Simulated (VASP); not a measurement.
# Al2B2As (P-6m2) in VASP: a series of runs

The runs below take Al2B2As through single point, relaxation of cell and atoms, with PBE.

All numbers are computed with VASP 6.6.1; they aren't measurements. Logs are shortened: lines on timing, memory, paths and dates and some standing lists are left out, and cuts for length are marked.

**1. The cell of the first run**

It takes space group P-6m2 (No. 187, hexagonal). Conventional cell: a = 3.760 Å, b = 3.760 Å, c = 5.743 Å, α = 90.00°, β = 90.00°, γ = 120.00°. Al (site symmetry 3m) has 1 As at 1.58 Å within 2.1 Å. Within 2.9 Å of B (site symmetry 3m) lie 3 Al at 2.17 Å and 3 As at 2.63 Å and 1 B at 2.76 Å. Within 2.1 Å of As (site symmetry -6m2) lie 2 Al at 1.58 Å.

**2. Single point, PBE**

File INCAR:

```
ALGO = Normal
EDIFF = 1E-7
ENCUT = 520
GGA = PE
ISIF = 2
ISMEAR = 0
LASPH = T
LCHARG = F
LREAL = F
LWAVE = F
NBANDS = 16
NELM = 60
PREC = Accurate
SIGMA = 0.1
```

File KPOINTS:

```
k-points
0
Gamma
  6 6 4
```

File POSCAR:

```
Al2B2As
1.0
    3.7598769000      0.0000000000      0.0000000000
   -1.8799384500      3.2561489100      0.0000000000
    0.0000000000      0.0000000000      5.7431927100
Al B As
2 2 1
Direct
    0.3333333300      0.6666666700      0.7247424200
    0.3333333300      0.6666666700      0.2752575800
    0.6666666700      0.3333333300      0.2599388700
    0.6666666700      0.3333333300      0.7400611300
    0.3333333300      0.6666666700      0.0000000000
```

Potentials or basis: VASP PAW PBE potentials, release 64 (Al, B, As).

The run is started by

```
> cat potpaw_PBE.64/Al/POTCAR potpaw_PBE.64/B/POTCAR potpaw_PBE.64/As/POTCAR > POTCAR
> mpirun -np 1 vasp_std > vasp.out
```

OUTCAR:

```text
EDIFF = 1E-7
   ENCUT = 520
   GGA = PE
   ISIF = 2
   ISMEAR = 0
   LASPH = T
   LREAL = F
   NELM = 60
   PREC = Accurate

 ion  position               nearest neighbor table
   1  0.333  0.667  0.725-   5 1.58   4 2.17   4 2.17   4 2.17   2 2.58   2 3.16
   2  0.333  0.667  0.275-   5 1.58   3 2.17   3 2.17   3 2.17   1 2.58   1 3.16
   3  0.667  0.333  0.260-   2 2.17   2 2.17   2 2.17
   4  0.667  0.333  0.740-   1 2.17   1 2.17   1 2.17
   5  0.333  0.667  0.000-   1 1.58   2 1.58

  LATTYP: Found a hexagonal cell.
 ALAT       =     3.7598769000
 C/A-ratio  =     1.5274948789

  Lattice vectors:

 A1 = (   3.7598769000,   0.0000000000,   0.0000000000)
 A2 = (  -1.8799384500,   3.2561489100,   0.0000000000)
 A3 = (   0.0000000000,   0.0000000000,   5.7431927100)

Analysis of symmetry for initial positions (statically):
=====================================================================
 Subroutine PRICEL returns:
 Original cell was already a primitive cell.

 Routine SETGRP: Setting up the symmetry group for a
 hexagonal supercell.

 Subroutine GETGRP returns: Found 12 space group operations
 (whereof 12 operations were pure point group operations)
 out of a pool of 24 trial point group operations.

The static configuration has the point symmetry D_3h.

Analysis of symmetry for dynamics (positions and initial velocities):
=====================================================================
 Subroutine PRICEL returns:
 Original cell was already a primitive cell.

 Routine SETGRP: Setting up the symmetry group for a
 hexagonal supercell.

 Subroutine GETGRP returns: Found 12 space group operations
 (whereof 12 operations were pure point group operations)
 out of a pool of 24 trial point group operations.

The dynamic configuration has the point symmetry D_3h.

 Subroutine INISYM returns: Found 12 space group operations
 (whereof 12 operations are pure point group operations),
 and found     1 'primitive' translations

----------------------------------------------------------------------------------------

                                     Primitive cell

  volume of cell :      70.3123

  direct lattice vectors                    reciprocal lattice vectors
     3.759876900  0.000000000  0.000000000     0.265966154  0.153555631  0.000000000
    -1.879938450  3.256148910  0.000000000     0.000000000  0.307111262  0.000000000
     0.000000000  0.000000000  5.743192710     0.000000000  0.000000000  0.174119179

  length of vectors
     3.759876900  3.759876900  5.743192710     0.307111262  0.307111262  0.174119179

  position of ions in fractional coordinates (direct lattice)
     0.333333330  0.666666670  0.724742420
     0.333333330  0.666666670  0.275257580
     0.666666670  0.333333330  0.259938870
     0.666666670  0.333333330  0.740061130
     0.333333330  0.666666670  0.000000000

  ion indices of the primitive-cell ions
   primitive index   ion index
                 1           1
                 2           2
                 3           3
                 4           4
                 5           5

----------------------------------------------------------------------------------------

 KPOINTS: k-points

Automatic generation of k-mesh.
 Grid dimensions read from file:
 generate k-points for:    6    6    4

 Generating k-lattice:

  Cartesian coordinates                     Fractional coordinates (reciprocal lattice)
     0.044327692  0.025592605  0.000000000     0.166666667  0.000000000  0.000000000
     0.000000000  0.051185210  0.000000000     0.000000000  0.166666667  0.000000000
     0.000000000  0.000000000  0.043529795     0.000000000  0.000000000  0.250000000

  Length of vectors
     0.051185210  0.051185210  0.043529795

  Shift w.r.t. Gamma in fractional coordinates (k-lattice)
     0.000000000  0.000000000  0.000000000

 Subroutine IBZKPT returns following result:
 ===========================================

 Found     21 irreducible k-points:

 Following reciprocal coordinates:
            Coordinates               Weight
  0.000000  0.000000  0.000000      1.000000
  0.166667  0.000000  0.000000      6.000000
  0.333333  0.000000  0.000000      6.000000
  0.500000  0.000000  0.000000      3.000000
  0.166667  0.166667  0.000000      6.000000
  0.333333  0.166667  0.000000     12.000000
[... 13 lines left out ...]
  0.333333  0.166667  0.500000     12.000000
  0.333333  0.333333  0.500000      2.000000
   k-points           NKPTS =     21   k-points in BZ     NKDIM =     21   number of bands    NBANDS=     16
   number of dos      NEDOS =    301   number of ions     NIONS =      5
   total plane-waves  NPLWV =  37632
   dimension x,y,z NGX =    28 NGY =   28 NGZ =   48
   dimension x,y,z NGXF=    56 NGYF=   56 NGZF=   96
   ions per type =               2   2   1
   NGX,Y,Z   is equivalent  to a cutoff of  12.38, 12.38, 13.89 a.u.
   NGXF,Y,Z  is equivalent  to a cutoff of  24.76, 24.76, 27.79 a.u.
 SYSTEM =  unknown system
   PREC   = accura    normal or accurate (medium, high low for compatibility)
   ISTART =      0    job   : 0-new  1-cont  2-samecut
   ICHARG =      2    charge: 1-file 2-atom 10-const
   ISPIN  =      1    spin polarized calculation?
   LNONCOLLINEAR =      F non collinear calculations
   LSORBIT =      F    spin-orbit coupling
   LASPH  =      T    aspherical Exc in radial PAW
   ENCUT  =  520.0 eV  38.22 Ry    6.18 a.u.   6.99  6.99 10.68*2*pi/ulx,y,z
   NELM   =     60;   NELMIN=  2; NELMDL= -5     # of ELM steps
   EDIFF  = 0.1E-06   stopping-criterion for ELM
   LREAL  =      F    real-space projection
   EDIFFG = 0.1E-05   stopping-criterion for IOM
   NSW    =      0    number of steps for IOM
   IBRION =     -1    ionic relax: 0-MD 1-quasi-New 2-CG
   NFREE  =      0    steps in history (QN), initial steepest desc. (CG)
   ISIF   =      2    stress and relaxation
   ISYM   =      2    0-nonsym 1-usesym 2-fastsym
   POTIM  = 0.5000    time-step for ionic-motion
   TEBEG  =    0.0;   TEEND  =   0.0 temperature during run
   PSTRESS=    0.0 pullay stress
   NELECT =      17.0000    total number of electrons
   NUPDOWN=      -1.0000    fix difference up-down
   EMIN   =  10.00;   EMAX   =-10.00  energy-range for DOS
   EFERMI =   0.00;   METHOD = LEGACY
   ISMEAR =     0;   SIGMA  =   0.10  broadening in eV -4-tet -1-fermi 0-gaus
   EFERMI_NEDOS =   21; number of points for ismear=-14 and -15
   IALGO  =     38    algorithm
   IMIX   =      4    mixing-type and parameters
     AMIX     =   0.40;   BMIX     =  1.00
     AMIX_MAG =   1.60;   BMIX_MAG =  1.00
  volume/ion in A,a.u.               =      14.06        94.90
  Fermi-wavevector in a.u.,A,eV,Ry     =   1.019876  1.927286 14.152060  1.040147
  Thomas-Fermi vector in A             =   2.153414
   LORBIT       =      0    0 simple, 1 ext, 2 COOP (PROOUT), +10 PAW based schemes
   GGA     = PE    functional components
   LHFCALC =     F    Hartree Fock is set to
   AEXX    =    0.0000 exact exchange contribution
   IVDW    =     0    specifies the selected vdW correction
   LEPSILON=     F    determine dielectric tensor
   LRPA    =     F    only Hartree local field effects (RPA)
 non-spin polarized calculation
 Gauss-broadening in eV      SIGMA  =   0.10
  energy-cutoff  :      520.00
  volume of cell :       70.31
 maximum number of plane-waves:      1902
 NGX is ok and might be reduce to    28
   NGX = 13   NGY = 13   NGZ = 21

 number of electron      17.0000002 magnetization

 Free energy of the ion-electron system (eV)
  ---------------------------------------------------
  ext. energy  EPLUGINS =         0.00000000
  ---------------------------------------------------
  free energy    TOTEN  =        -1.58295955 eV

  energy without entropy =       -1.56487711  energy(sigma->0) =       -1.57391833

 E-fermi :   6.2841     XC(G=0): -10.1051

 val. band max:        6.2663370205   @ k =   0.3333   0.1667   0.2500
 cond. band min:       6.3091454531   @ k =   0.1667   0.0000   0.2500
 fundamental gap:      0.0428084326
 Fermi energy:         6.2840605093

 k-point     1 :       0.0000    0.0000    0.0000
  band No.  band energies     occupation
      1      -8.9254      2.00000
      2      -3.1359      2.00000
      3      -1.6814      2.00000
      4       2.6127      2.00000
      5       2.6127      2.00000
      6       4.7199      2.00000
[... 8 lines left out ...]
     15      11.6687      0.00000
     16      11.7986      0.00000

 k-point     2 :       0.1667    0.0000    0.0000
  band No.  band energies     occupation
      1      -8.6895      2.00000
      2      -2.8343      2.00000
      3      -1.5896      2.00000
      4       1.0990      2.00000
      5       2.1782      2.00000
      6       4.0510      2.00000
[... 8 lines left out ...]
     15      11.7762      0.00000
     16      12.0989      0.00000

 k-point     3 :       0.3333    0.0000    0.0000
  band No.  band energies     occupation
      1      -8.1080      2.00000
      2      -2.1497      2.00000
      3      -1.9893      2.00000
      4       0.4253      2.00000
      5       1.5431      2.00000
      6       2.0422      2.00000
[... 8 lines left out ...]
     15      12.6650      0.00000
     16      13.0580      0.00000

 k-point     4 :       0.5000    0.0000    0.0000
  band No.  band energies     occupation
      1      -7.7229      2.00000
      2      -2.8470      2.00000
      3      -1.1893      2.00000
      4       0.7974      2.00000
      5       0.9608      2.00000
      6       1.2894      2.00000
[... 8 lines left out ...]
     15      12.5431      0.00000
     16      14.6583      0.00000
[... 267 lines left out ...]
 k-point    19 :       0.1667    0.1667    0.5000
  band No.  band energies     occupation
      1      -8.1885      2.00000
      2      -3.3950      2.00000
      3      -1.0648      2.00000
      4       1.3774      2.00000
      5       1.4894      2.00000
      6       3.4327      2.00000
[... 8 lines left out ...]
     15      12.2320      0.00000
     16      13.4263      0.00000

 k-point    20 :       0.3333    0.1667    0.5000
  band No.  band energies     occupation
      1      -7.6741      2.00000
      2      -2.2923      2.00000
      3      -2.1986      2.00000
      4      -0.0732      2.00000
      5       0.5603      2.00000
      6       3.0754      2.00000
[... 8 lines left out ...]
     15      12.6257      0.00000
     16      13.2367      0.00000

 k-point    21 :       0.3333    0.3333    0.5000
  band No.  band energies     occupation
      1      -7.4766      2.00000
      2      -2.3092      2.00000
      3      -1.4413      2.00000
      4      -0.8070      2.00000
      5      -0.2509      2.00000
      6       2.2489      2.00000
[... 8 lines left out ...]
     15      12.2084      0.00000
     16      13.6485      0.00000

------------------------ aborting loop because EDIFF is reached ----------------------------------------

  FORCE on cell =-STRESS in cart. coord.  units (eV):
  Direction    XX          YY          ZZ          XY          YZ          ZX
  --------------------------------------------------------------------------------------
  -------------------------------------------------------------------------------------
  Total       -0.9629350     -0.9629350    123.3058512      0.0000000     -0.0000000      0.0000000
  in kB      -21.9420025    -21.9420025   2809.7196891      0.0000000     -0.0000000      0.0000000
  external PRESSURE =     921.9452280 kB  Pullay stress =       0.0000000 kB

 VOLUME and BASIS-vectors are now :
 -----------------------------------------------------------------------------
  energy-cutoff  :      520.00
  volume of cell :       70.31
      direct lattice vectors                 reciprocal lattice vectors
     3.759876900  0.000000000  0.000000000     0.265966154  0.153555631  0.000000000
    -1.879938450  3.256148910  0.000000000     0.000000000  0.307111262  0.000000000
     0.000000000  0.000000000  5.743192710     0.000000000  0.000000000  0.174119179

 POSITION                                       TOTAL-FORCE (eV/Angst)
 -----------------------------------------------------------------------------------
     -0.00000      2.17077      4.16234        -0.000000     -0.000000    -37.421054
     -0.00000      2.17077      1.58086        -0.000000     -0.000000     37.421054
      1.87994      1.08538      1.49288         0.000000     -0.000000      0.659551
      1.87994      1.08538      4.25031         0.000000     -0.000000     -0.659551
     -0.00000      2.17077      0.00000         0.000000      0.000000     -0.000000
 -----------------------------------------------------------------------------------
    total drift:                                0.000002     -0.000001      0.000000

  FREE ENERGIE OF THE ION-ELECTRON SYSTEM (eV)
  ---------------------------------------------------
  free  energy   TOTEN  =        -1.5829595490 eV

  energy  without entropy=       -1.5648771129  energy(sigma->0) =       -1.57391833
```

Run time: 25 s. Hardware: 1 thread of Intel Xeon Platinum 8259CL at 2.50GHz (Skylake/Cascade Lake), shared host; peak memory 0.19 GiB.

Results:

| Item | Value |
| --- | --- |
| Free energy | -1.5830 eV |
| Pressure | 92.2 GPa |
| Largest force | 37.421 eV/Å |

Forces on the atoms (eV/Å):
```
Al    0.000   0.000 -37.421
Al    0.000   0.000  37.421
B     0.000   0.000   0.660
B     0.000   0.000  -0.660
As    0.000   0.000   0.000
```

Stress tensor (GPa, compression positive):
```
 -2.19   0.00   0.00
  0.00  -2.19   0.00
  0.00   0.00 280.97
```

Caveat: forces of over 1 eV/Å act on the atoms, so gaps and moduli don't describe the material at rest.

**3. Single point, PBE**

This run uses another cell than the first one, of 14.22 Å³/atom, 1.011 times its volume.

File INCAR:

```
SYSTEM = Al2B2As
ALGO = Normal ; EDIFF = 1E-6
ENCUT = 520 ; GGA = PE
ISIF = 2 ; ISMEAR = 0
LASPH = .TRUE. ; LCHARG = .FALSE.
LREAL = .FALSE. ; LWAVE = .FALSE.
NBANDS = 16 ; NELM = 100
PREC = Accurate ; SIGMA = 0.1
```

File KPOINTS:

```
k-points
0
G
  6 6 4
  0 0 0
```

File POSCAR:

```
Al2B2As
1.0
    3.1696453749      0.0000000000      0.0000000000
   -1.5848226874      2.7449934156      0.0000000000
    0.0000000000      0.0000000000      8.1740311928
Al B As
2 2 1
Direct
    0.3333333333      0.6666666667      0.6611307679
    0.3333333333      0.6666666667      0.3388692321
    0.6666666667      0.3333333333      0.1722121062
    0.6666666667      0.3333333333      0.8277878938
    0.3333333333      0.6666666667      0.0000000000
```

Potentials or basis: VASP PAW PBE potentials, release 64 (Al, B, As).

The run is started by

```
> cat potpaw_PBE.64/Al/POTCAR potpaw_PBE.64/B/POTCAR potpaw_PBE.64/As/POTCAR > POTCAR
> mpirun -np 1 vasp_std > vasp.out
```

Wall time 21 s (1 thread of Intel Xeon Platinum 8259CL at 2.50GHz (Skylake/Cascade Lake), shared host); peak memory 0.19 GiB.

Results (log left out):

| Quantity | Value |
| --- | --- |
| Free energy | -21.9219 eV |
| Pressure | 0.1 GPa |
| Largest force | 0.020 eV/Å |

Forces in eV/Å, atoms in the order of the input:
```
Al   0.000  0.000 -0.008
Al   0.000  0.000  0.008
B    0.000  0.000  0.020
B    0.000  0.000 -0.020
As   0.000  0.000  0.000
```

Levels at points of the mesh, in eV from the Fermi level:
| k point | band 6 | band 7 | band 8 | band 9 | band 10 | band 11 |
| --- | --- | --- | --- | --- | --- | --- |
| (0.00, 0.00, 0.00) | 0.45 | 0.45 | 2.47 | 2.47 | 3.95 | 4.52 |
| (0.50, 0.00, 0.00) | -3.76 | -2.19 | -0.36 | -0.27 | 0.57 | 1.45 |
| (0.00, 0.00, 0.50) | 0.45 | 0.45 | 1.71 | 2.44 | 2.44 | 4.26 |
| (0.50, 0.00, 0.50) | -2.86 | -2.37 | -2.18 | -1.18 | 0.50 | 2.10 |

Caveat: the k points lie up to 0.38 Å⁻¹ apart.

[end of part 1 of 3]
